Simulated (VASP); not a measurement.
Hf, 2 atoms in the cell. Symmetry: P6_3/mmc, No. 194, hexagonal system. Conventional cell: a = 3.230 Å, b = 3.230 Å, c = 5.120 Å, α = 90.00°, β = 90.00°, γ = 120.00°. Within 4.2 Å of Hf (site symmetry -6m2) lie 12 Hf at 3.17 to 3.23 Å. 

```yaml
Program: VASP 6.6.1
Task: single point
Functional: PBE
Potentials_or_basis: VASP PAW PBE potentials, release 64 (Hf_pv)
Cutoff: 500 eV
k_mesh: 6 × 6 × 4
Occupations: gaussian, width 0.1 eV
Spin: no spin polarisation
Dipole_correction: no
Further_INCAR_settings: ALGO = Normal; EDIFF = 1e-06; NBANDS = 17
```

Potentials or basis: VASP PAW PBE potentials, release 64 (Hf_pv).

Launch:

```console
$ cat potpaw_PBE.64/Hf_pv/POTCAR > POTCAR
$ mpirun -np 1 vasp_std > vasp.out
```

Hardware: 1 thread of AMD EPYC 7R13 Processor (Zen 3), with other jobs on the host.

Question: How long does it take, and how much memory?

Answer: Wall time 12 s on 1 thread of AMD EPYC 7R13 Processor (Zen 3), on a shared host, peak memory 0.13 GiB. Counts: scf iterations 12, k points 21.
